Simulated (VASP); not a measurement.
Input of a VASP 6.6.1 run:

File POSCAR:

```
Fe
1.0
    2.5219829837      0.0000000000      0.0000000000
   -1.2609914919      2.1841013318      0.0000000000
    0.0000000000      0.0000000000      8.4716982473
Fe
4
Direct
    1.0000000000      1.0000000000      0.0000000000
    0.0000000000      0.0000000000      0.5000000000
    0.3333333333      0.6666666667      0.2500000000
    0.6666666667      0.3333333333      0.7500000000
```

The input INCAR.step1:

```
SYSTEM = Fe
ALGO = Normal
EDIFF = 1E-4
ENCUT = 520
GGA = PE
ISMEAR = -1
ISPIN = 2
LASPH = .TRUE.
LCHARG = .FALSE.
LMAXMIX = 4
LREAL = .FALSE.
LWAVE = .TRUE.
MAGMOM = 2.92 2.92 2.925 2.925
NBANDS = 28
NELM = 150
PREC = Accurate
SIGMA = 0.05
```

The input INCAR.step2:

```
SYSTEM = Fe
ALGO = Normal
EDIFF = 1E-6
ENCUT = 520
ISIF = 2
ISMEAR = -1
ISPIN = 2
ISTART = 1
LASPH = .TRUE.
LCHARG = .TRUE.
LELF = .TRUE.
LMAXMIX = 4
LMIXTAU = .TRUE.
LORBIT = 11
LREAL = .FALSE.
LVHAR = .TRUE.
LWAVE = .FALSE.
MAGMOM = 2.92 2.92 2.925 2.925
METAGGA = R2SCAN
NBANDS = 28
NELM = 150
PREC = Accurate
SIGMA = 0.05
```

The input KPOINTS:

```
k-points
0
G
  16 16 4
  0 0 0
```

Potentials or basis: VASP PAW PBE potentials, release 64 (Fe).

Launch:

```bash
$ cat potpaw_PBE.64/Fe/POTCAR > POTCAR
$ cp INCAR.step1 INCAR
$ mpirun -np 1 vasp_std > vasp.out
$ cp INCAR.step2 INCAR
$ mpirun -np 1 vasp_std > vasp.out
```

(1) What does it give for the site moments?

(2) What does it give for the pressure?

(3) Estimate the net moment.

Results:

(1) Fe +2.82 μB.

(2) 7.8 GPa.

(3) 11.14 μB per cell.

Caveat: the PAW data sets were made with another functional, which shifts forces and pressure a little.
